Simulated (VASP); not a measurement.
# Pd (P6_3/mmc) in VASP: a series of runs

The runs below take Pd through single point, with PBE-based screened hybrid, B3LYP.

All numbers are computed with VASP 6.6.1; they aren't measurements. Logs are shortened: lines on timing, memory, paths and dates and some standing lists are left out, and cuts for length are marked.

**1. The cell of the first run**

Symmetry: P6_3/mmc, No. 194, hexagonal system. The conventional cell has a = 2.784 Å, b = 2.784 Å, c = 4.629 Å, α = 90.00°, β = 90.00°, γ = 120.00°. Within 3.7 Å of Pd (site symmetry -6m2) lie 12 Pd at 2.78 to 2.82 Å.

**2. Single point, PBE-based screened hybrid**

Input file POSCAR:

```
Pd
1.0
    2.7836650458      0.0000000000      0.0000000000
   -1.3918325229      2.4107246453      0.0000000000
    0.0000000000      0.0000000000      4.6288930000
Pd
2
Direct
    0.3333333333      0.6666666667      0.2500000000
    0.6666666667      0.3333333333      0.7500000000
```

Input file INCAR.step1:

```
SYSTEM = Pd
PREC = Accurate
ENCUT = 520
EDIFF = 1E-5
ISMEAR = -1
SIGMA = 0.05
LREAL = .FALSE.
LASPH = .TRUE.
NELM = 60
ALGO = Normal
ISIF = 2
LWAVE = .TRUE.
LCHARG = .FALSE.
NBANDS = 17
GGA = PE
```

Input file INCAR.step2:

```
SYSTEM = Pd
PREC = Accurate
ENCUT = 520
EDIFF = 1E-6
ISMEAR = -1
SIGMA = 0.05
LREAL = .FALSE.
LASPH = .TRUE.
NELM = 60
ALGO = Normal
ISIF = 2
LWAVE = .FALSE.
LCHARG = .FALSE.
GGA = PE
LHFCALC = .TRUE.
AEXX = 0.25
HFSCREEN = 0.3
PRECFOCK = Normal
NBANDS = 17
ISTART = 1
```

Input file KPOINTS:

```
regular mesh
0
G
  6 6 3
  0 0 0
```

Potentials or basis: VASP PAW PBE potentials, release 64 (Pd).

Launch:

```sh
$ cat potpaw_PBE.64/Pd/POTCAR > POTCAR
$ cp INCAR.step1 INCAR
$ mpirun -np 1 vasp_std > vasp.out
$ cp INCAR.step2 INCAR
$ mpirun -np 1 vasp_std > vasp.out
```

OUTCAR:

```text
SYSTEM = Pd
   PREC = Accurate
   ENCUT = 520
   EDIFF = 1E-6
   ISMEAR = -1
   LREAL = .FALSE.
   LASPH = .TRUE.
   NELM = 60
   ISIF = 2
   GGA = PE
   LHFCALC = .TRUE.
   AEXX = 0.25
   HFSCREEN = 0.3
   PRECFOCK = Normal
   ISTART = 1

 ion  position               nearest neighbor table
   1  0.333  0.667  0.250-   2 2.82   2 2.82   2 2.82   2 2.82   2 2.82   2 2.82
   2  0.667  0.333  0.750-   1 2.82   1 2.82   1 2.82   1 2.82   1 2.82   1 2.82

  LATTYP: Found a hexagonal cell.
 ALAT       =     2.7836650458
 C/A-ratio  =     1.6628771507

  Lattice vectors:

 A1 = (   2.7836650458,   0.0000000000,   0.0000000000)
 A2 = (  -1.3918325229,   2.4107246453,   0.0000000000)
 A3 = (   0.0000000000,   0.0000000000,   4.6288930000)

Analysis of symmetry for initial positions (statically):
=====================================================================
 Subroutine PRICEL returns:
 Original cell was already a primitive cell.

 Routine SETGRP: Setting up the symmetry group for a
 hexagonal supercell.

 Subroutine GETGRP returns: Found 24 space group operations
 (whereof 12 operations were pure point group operations)
 out of a pool of 24 trial point group operations.

The static configuration has the point symmetry D_3d.
 The point group associated with its full space group is D_6h.

Analysis of symmetry for dynamics (positions and initial velocities):
=====================================================================
 Subroutine PRICEL returns:
 Original cell was already a primitive cell.

 Routine SETGRP: Setting up the symmetry group for a
 hexagonal supercell.

 Subroutine GETGRP returns: Found 24 space group operations
 (whereof 12 operations were pure point group operations)
 out of a pool of 24 trial point group operations.

The dynamic configuration has the point symmetry D_3d.
 The point group associated with its full space group is D_6h.

 Subroutine INISYM returns: Found 24 space group operations
 (whereof 12 operations are pure point group operations),
 and found     1 'primitive' translations

----------------------------------------------------------------------------------------

                                     Primitive cell

  volume of cell :      31.0629

  direct lattice vectors                    reciprocal lattice vectors
     2.783665046  0.000000000  0.000000000     0.359238624  0.207406516  0.000000000
    -1.391832523  2.410724645  0.000000000     0.000000000  0.414813032  0.000000000
     0.000000000  0.000000000  4.628893000     0.000000000  0.000000000  0.216034374

  length of vectors
     2.783665046  2.783665046  4.628893000     0.414813032  0.414813032  0.216034374

  position of ions in fractional coordinates (direct lattice)
     0.333333333  0.666666667  0.250000000
     0.666666667  0.333333333  0.750000000

  ion indices of the primitive-cell ions
   primitive index   ion index
                 1           1
                 2           2

----------------------------------------------------------------------------------------

 KPOINTS: regular mesh

Automatic generation of k-mesh.
 Grid dimensions read from file:
 generate k-points for:    6    6    3

 Generating k-lattice:

  Cartesian coordinates                     Fractional coordinates (reciprocal lattice)
     0.059873104  0.034567753  0.000000000     0.166666667  0.000000000  0.000000000
     0.000000000  0.069135505  0.000000000     0.000000000  0.166666667  0.000000000
     0.000000000  0.000000000  0.072011458     0.000000000  0.000000000  0.333333333

  Length of vectors
     0.069135505  0.069135505  0.072011458

  Shift w.r.t. Gamma in fractional coordinates (k-lattice)
     0.000000000  0.000000000  0.000000000

 Subroutine IBZKPT returns following result:
 ===========================================

 Found     14 irreducible k-points:

 Following reciprocal coordinates:
            Coordinates               Weight
  0.000000  0.000000  0.000000      1.000000
  0.166667  0.000000  0.000000      6.000000
  0.333333  0.000000  0.000000      6.000000
  0.500000  0.000000  0.000000      3.000000
  0.166667  0.166667  0.000000      6.000000
  0.333333  0.166667  0.000000     12.000000
  0.333333  0.333333  0.000000      2.000000
  0.000000  0.000000  0.333333      2.000000
  0.166667  0.000000  0.333333     12.000000
  0.333333  0.000000  0.333333     12.000000
  0.500000  0.000000  0.333333      6.000000
  0.166667  0.166667  0.333333     12.000000
  0.333333  0.166667  0.333333     24.000000
  0.333333  0.333333  0.333333      4.000000
   k-points           NKPTS =     14   k-points in BZ     NKDIM =    108   number of bands    NBANDS=     17
   number of dos      NEDOS =    301   number of ions     NIONS =      2
   total plane-waves  NPLWV =  20736
   dimension x,y,z NGX =    24 NGY =   24 NGZ =   36
   dimension x,y,z NGXF=    48 NGYF=   48 NGZF=   72
   ions per type =               2
   NGX,Y,Z   is equivalent  to a cutoff of  14.33, 14.33, 12.93 a.u.
   NGXF,Y,Z  is equivalent  to a cutoff of  28.67, 28.67, 25.86 a.u.
 SYSTEM =  Pd
   PREC   = accura    normal or accurate (medium, high low for compatibility)
   ISTART =      1    job   : 0-new  1-cont  2-samecut
   ICHARG =      0    charge: 1-file 2-atom 10-const
   ISPIN  =      1    spin polarized calculation?
   LNONCOLLINEAR =      F non collinear calculations
   LSORBIT =      F    spin-orbit coupling
   LASPH  =      T    aspherical Exc in radial PAW
   ENCUT  =  520.0 eV  38.22 Ry    6.18 a.u.   5.18  5.18  8.61*2*pi/ulx,y,z
   NELM   =     60;   NELMIN=  2; NELMDL=  0     # of ELM steps
   EDIFF  = 0.1E-05   stopping-criterion for ELM
   LREAL  =      F    real-space projection
   EDIFFG = 0.1E-04   stopping-criterion for IOM
   NSW    =      0    number of steps for IOM
   IBRION =     -1    ionic relax: 0-MD 1-quasi-New 2-CG
   NFREE  =      0    steps in history (QN), initial steepest desc. (CG)
   ISIF   =      2    stress and relaxation
   ISYM   =      3    0-nonsym 1-usesym 2-fastsym
   POTIM  = 0.5000    time-step for ionic-motion
   TEBEG  =    0.0;   TEEND  =   0.0 temperature during run
   PSTRESS=    0.0 pullay stress
   NELECT =      20.0000    total number of electrons
   NUPDOWN=      -1.0000    fix difference up-down
   EMIN   =  10.00;   EMAX   =-10.00  energy-range for DOS
   EFERMI =   0.00;   METHOD = LEGACY
   ISMEAR =    -1;   SIGMA  =   0.05  broadening in eV -4-tet -1-fermi 0-gaus
   EFERMI_NEDOS =   21; number of points for ismear=-14 and -15
   IALGO  =     38    algorithm
   IMIX   =      1    mixing-type and parameters
     AMIX     =   0.40;   BMIX     =  1.00
     AMIX_MAG =   1.60;   BMIX_MAG =  1.00
  volume/ion in A,a.u.               =      15.53       104.81
  Fermi-wavevector in a.u.,A,eV,Ry     =   1.413636  2.671385 27.189429  1.998367
  Thomas-Fermi vector in A             =   2.535261
   LORBIT       =      0    0 simple, 1 ext, 2 COOP (PROOUT), +10 PAW based schemes
   GGA     = PE    functional components
   LHFCALC =     T    Hartree Fock is set to
   PRECFOCK=normal    Normal, Fast or Accurate (Low or Medium for compatibility)
   ENCUT4O =  -1.0   cutoff for four orbital integrals eV
   NKREDX  =     1    reduce k-point grid by
   NKREDY  =     1    reduce k-point grid by
   NKREDZ  =     1    reduce k-point grid by
   AEXX    =    0.2500 exact exchange contribution
   HFSCREEN=    0.3000 screening length (either q_TF or 0.3 A-1)
   HFSCREENC=   0.3000 screening length for correlation (either q_TF or 0.3 A-1)
   ENCUTFOCK=  -1.0 apply spherical cutoff to Coloumb kernel
   IVDW    =     0    specifies the selected vdW correction
   LEPSILON=     F    determine dielectric tensor
   LRPA    =     F    only Hartree local field effects (RPA)
 non-spin polarized calculation
  energy-cutoff  :      520.00
  volume of cell :       31.06
 maximum number of plane-waves:       854
 NGX is ok and might be reduce to    24
  NGX = 16; NGY = 16; NGZ = 28

 number of electron      20.0000008 magnetization

 Free energy of the ion-electron system (eV)
  ---------------------------------------------------
  ext. energy  EPLUGINS =         0.00000000
  ---------------------------------------------------
  free energy    TOTEN  =       -11.57203784 eV

  energy without entropy =      -11.54769702  energy(sigma->0) =      -11.55986743

 E-fermi :   8.2140     XC(G=0): -10.6303

 val. band max:        8.2027940951   @ k =   0.5000   0.0000   0.0000
 cond. band min:       8.2853505437   @ k =   0.5000   0.0000   0.3333
 fundamental gap:      0.0825564486
 Fermi energy:         8.2139663182

 k-point     1 :       0.0000    0.0000    0.0000
  band No.  band energies     occupation
      1       1.3832      2.00000
      2       2.9052      2.00000
      3       5.1599      2.00000
      4       5.3179      2.00000
      5       5.3179      2.00000
      6       5.6651      2.00000
[... 9 lines left out ...]
     16      29.1831      0.00000
     17      31.7433      0.00000

 k-point     2 :       0.1667    0.0000    0.0000
  band No.  band energies     occupation
      1       2.2865      2.00000
      2       3.4321      2.00000
      3       4.7757      2.00000
      4       5.3910      2.00000
      5       5.4461      2.00000
      6       5.8922      2.00000
[... 9 lines left out ...]
     16      28.4009      0.00000
     17      29.1232      0.00000

 k-point     3 :       0.3333    0.0000    0.0000
  band No.  band energies     occupation
      1       3.2048      2.00000
      2       3.5100      2.00000
      3       3.9079      2.00000
      4       5.4288      2.00000
      5       5.5900      2.00000
      6       5.6476      2.00000
[... 192 lines left out ...]
 k-point    13 :       0.3333    0.1667    0.3333
  band No.  band energies     occupation
      1       3.2721      2.00000
      2       3.8065      2.00000
      3       4.0412      2.00000
      4       4.6577      2.00000
      5       5.1396      2.00000
      6       6.2545      2.00000
[... 9 lines left out ...]
     16      24.0687      0.00000
     17      24.5279      0.00000

 k-point    14 :       0.3333    0.3333    0.3333
  band No.  band energies     occupation
      1       3.9911      2.00000
      2       4.0712      2.00000
      3       4.0712      2.00000
      4       4.7557      2.00000
      5       5.3446      2.00000
      6       5.3446      2.00000
[... 9 lines left out ...]
     16      19.3563      0.00000
     17      27.5010      0.00000

------------------------ aborting loop because EDIFF is reached ----------------------------------------

  FORCE on cell =-STRESS in cart. coord.  units (eV):
  Direction    XX          YY          ZZ          XY          YZ          ZX
  --------------------------------------------------------------------------------------
  -------------------------------------------------------------------------------------
  Total       -1.5999705     -1.5999705     -0.6140243     -0.0000000     -0.0000000      0.0000000
  in kB      -82.5241048    -82.5241048    -31.6704616     -0.0000000     -0.0000000      0.0000000
  external PRESSURE =     -65.5728904 kB  Pullay stress =       0.0000000 kB

 VOLUME and BASIS-vectors are now :
 -----------------------------------------------------------------------------
  energy-cutoff  :      520.00
  volume of cell :       31.06
      direct lattice vectors                 reciprocal lattice vectors
     2.783665046  0.000000000  0.000000000     0.359238624  0.207406516  0.000000000
    -1.391832523  2.410724645  0.000000000     0.000000000  0.414813032  0.000000000
     0.000000000  0.000000000  4.628893000     0.000000000  0.000000000  0.216034374

 POSITION                                       TOTAL-FORCE (eV/Angst)
 -----------------------------------------------------------------------------------
     -0.00000      1.60715      1.15722        -0.000000      0.000000     -0.000000
      1.39183      0.80357      3.47167         0.000000     -0.000000      0.000000
 -----------------------------------------------------------------------------------
    total drift:                                0.000001     -0.000000     -0.000000

  FREE ENERGIE OF THE ION-ELECTRON SYSTEM (eV)
  ---------------------------------------------------
  free  energy   TOTEN  =       -11.5720378393 eV

  energy  without entropy=      -11.5476970174  energy(sigma->0) =      -11.55986743
```

It took 11 min on 1 thread of Intel Xeon Platinum 8488C (Sapphire Rapids), shared host; peak memory 0.25 GiB.

Results:

```
Free energy            : -11.5720 eV
Pressure               : -6.6 GPa
Band gap on the k mesh : zero (band 10 reaches 8.41 eV, above the bottom of band 11 at 7.58 eV)
```

Levels at points of the mesh, in eV from the Fermi level:
```tsv
k point	band 6	band 7	band 8	band 9	band 10	band 11	band 12	band 13	band 14	band 15
(0.00, 0.00, 0.00)	-2.55	-2.55	-1.96	-1.96	-0.46	-0.46	1.63	7.89	18.47	20.16
(0.50, 0.00, 0.00)	-2.19	-1.58	-0.23	-0.01	0.20	3.17	5.30	10.73	10.96	14.15
```

Caveat: the k points lie up to 0.45 Å⁻¹ apart; the PAW data sets were made with another functional, which shifts forces and pressure a little.

**3. Single point, B3LYP**

This run uses another cell than the first one, of 15.72 Å³/atom, 1.012 times its volume.

Input file POSCAR:

```
Pd
1.0
    2.7691057696      0.0000000000      0.0000000000
   -1.3845528848      2.3981159423      0.0000000000
    0.0000000000      0.0000000000      4.7334889584
Pd
2
Direct
    0.3333333333      0.6666666667      0.2500000000
    0.6666666667      0.3333333333      0.7500000000
```

Input file INCAR.step1:

```
PREC     = Accurate       # precision mode
ENCUT    = 520            # plane-wave cutoff, eV
EDIFF    = 1E-5           # SCF threshold, eV
ISMEAR   = -1             # smearing method
SIGMA    = 0.05           # smearing width, eV
LREAL    = False          # projectors in reciprocal space
LASPH    = True           # aspherical terms in the spheres
NELM     = 60             # most SCF steps
ALGO     = Normal         # electronic algorithm
ISIF     = 2              # what is computed and relaxed
LWAVE    = True           # write WAVECAR
LCHARG   = False          # write CHGCAR
GGA      = PE             # functional
NBANDS   = 17             # bands
```

Input file INCAR.step2:

```
PREC     = Accurate       # precision mode
ENCUT    = 520            # plane-wave cutoff, eV
EDIFF    = 1E-7           # SCF threshold, eV
ISMEAR   = -1             # smearing method
SIGMA    = 0.05           # smearing width, eV
LREAL    = False          # projectors in reciprocal space
LASPH    = True           # aspherical terms in the spheres
NELM     = 60             # most SCF steps
ALGO     = Normal         # electronic algorithm
ISIF     = 2              # what is computed and relaxed
LWAVE    = False          # write WAVECAR
LCHARG   = False          # write CHGCAR
GGA      = B3             # functional
LHFCALC  = True           # exact exchange
AEXX     = 0.2            # exact-exchange fraction
AGGAX    = 0.72         
AGGAC    = 0.81         
ALDAC    = 0.19         
PRECFOCK = Normal       
ISTART   = 1            
NBANDS   = 17             # bands
```

Input file KPOINTS:

```
regular mesh
0
Gamma
  6 6 3
```

Potentials or basis: VASP PAW PBE potentials, release 64 (Pd).

Launch:

```sh
$ cat potpaw_PBE.64/Pd/POTCAR > POTCAR
$ cp INCAR.step1 INCAR
$ mpirun -np 1 vasp_std > vasp.out
$ cp INCAR.step2 INCAR
$ mpirun -np 1 vasp_std > vasp.out
```

It took 15 min on 1 thread of Intel Xeon Platinum 8488C (Sapphire Rapids), shared host; peak memory 0.17 GiB.

It converged, with:

| Item | Value |
| --- | --- |
| Free energy | -11.0784 eV |
| Pressure | 0.5 GPa |
| Band gap on the k mesh | zero (band 10 reaches 8.88 eV, above the bottom of band 11 at 7.44 eV) |

Stress tensor (GPa, compression positive):
```
0.56 0.00 0.00
0.00 0.56 0.00
0.00 0.00 0.45
```

Levels at points of the mesh, in eV from the Fermi level:
```
           k point  band 8  band 9  band 10  band 11  band 12  band 13
(0.00, 0.00, 0.00)   -2.26   -2.26    -0.88    -0.88     1.75     7.55
(0.50, 0.00, 0.00)   -0.76    0.21     0.37     3.50     5.58    10.72
```

Caveat: the k points lie up to 0.44 Å⁻¹ apart; the PAW data sets were made with another functional, which shifts forces and pressure a little.
